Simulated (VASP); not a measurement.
GaAs, 2 atoms in the cell. Symmetry: F-43m, No. 216, cubic system. Conventional cell: a = 5.609 Å, b = 5.609 Å, c = 5.609 Å, α = 90.00°, β = 90.00°, γ = 90.00°. Ga (site symmetry -43m) has 4 As at 2.43 Å within 3.2 Å. Within 3.2 Å of As (site symmetry -43m) lie 4 Ga at 2.43 Å.  This cell differs from its parent crystal: volume scaled by 0.97.

| Property | Result |
| --- | --- |
| Program | VASP 6.6.1 |
| Task | single point |
| Functional | r2SCAN |
| Potentials or basis | VASP PAW PBE potentials, release 64 (Ga_d, As) |
| Cutoff | 520 eV |
| k mesh | 8 × 8 × 8 |
| Occupations | gaussian, width 0.02 eV |
| Spin | no spin polarisation |
| Dipole correction | no |
| Further INCAR settings | ALGO = Normal; EDIFF = 1e-06; NBANDS = 16 |

Potentials or basis: VASP PAW PBE potentials, release 64 (Ga_d, As).

Launch:

```sh
$ cat potpaw_PBE.64/Ga_d/POTCAR potpaw_PBE.64/As/POTCAR > POTCAR
$ cp INCAR.step1 INCAR
$ mpirun -np 1 vasp_std > vasp.out
$ cp INCAR.step2 INCAR
$ mpirun -np 1 vasp_std > vasp.out
```

Hardware: 1 thread of Intel(R) Xeon(R) Platinum 8375C CPU @ 2.90GHz (Ice Lake), on a shared host.

How long does it take, and how much memory?

Wall time 84 s on 1 thread of Intel(R) Xeon(R) Platinum 8375C CPU @ 2.90GHz (Ice Lake) (shared host), peak memory 0.18 GiB. Counts: k points 29.
